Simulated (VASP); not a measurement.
Write the native input for VASP 6.6.1 that does the following.

```yaml
Task: single point
Functional: PBE
Potentials_or_basis: VASP PAW PBE potentials, release 64 (Mo_sv, C)
Cutoff: 520 eV
k_mesh: 6 × 6 × 1
Occupations: gaussian, width 0.1 eV
Spin: no spin polarisation
Dipole_correction: yes
Further_INCAR_settings: ALGO = Normal; EDIFF = 1e-06; NBANDS = 53
```

The structure of Mo6C lies in POSCAR:

```
Mo6C
1.0
    4.4695765307      0.0000000000      0.0000000000
   -2.2347882654      3.8707668198      0.0000000000
    0.0000000000      0.0000000000     19.7595667302
Mo C
6 1
Direct
    0.6666666667      0.3333333333      0.2024335885
    0.3333333333      0.6666666667      0.2486060831
    0.0000000000      0.0000000000      0.2947785778
    0.6666666667      0.3333333333      0.3368821123
    0.3333333333      0.6666666667      0.3779725567
    0.0000000000      0.0000000000      0.4180034331
    0.2222222222      0.6666666667      0.4679768901
```

These files were run (other wordings do the same):

INCAR

```
SYSTEM = Mo6C
PREC = Accurate
ENCUT = 520
EDIFF = 1E-6
ISMEAR = 0
SIGMA = 0.1
LREAL = .False.
LASPH = .True.
NELM = 60
ALGO = Normal
ISIF = 2
LWAVE = .False.
LCHARG = .True.
LDIPOL = .True.
IDIPOL = 3
DIPOL = 0.5 0.5 0.335
GGA = PE
LELF = .True.
LVHAR = .True.
LVACPOTAV = .True.
NBANDS = 53
```

KPOINTS

```
regular mesh
0
Gamma
  6 6 1
  0 0 0
```

Potentials or basis: VASP PAW PBE potentials, release 64 (Mo_sv, C).

Launch:

```sh
$ cat potpaw_PBE.64/Mo_sv/POTCAR potpaw_PBE.64/C/POTCAR > POTCAR
$ mpirun -np 1 vasp_std > vasp.out
```

Results of the run:

| Item | Value |
| --- | --- |
| Largest force | 2.276 eV/Å |
| Band gap on the k mesh | zero (band 44 reaches 0.31 eV, above the bottom of band 45 at 0.14 eV) |

Run time: 14 min on 1 thread of Intel Xeon 6975P-C, with other jobs on the host, peak memory 0.63 GiB.
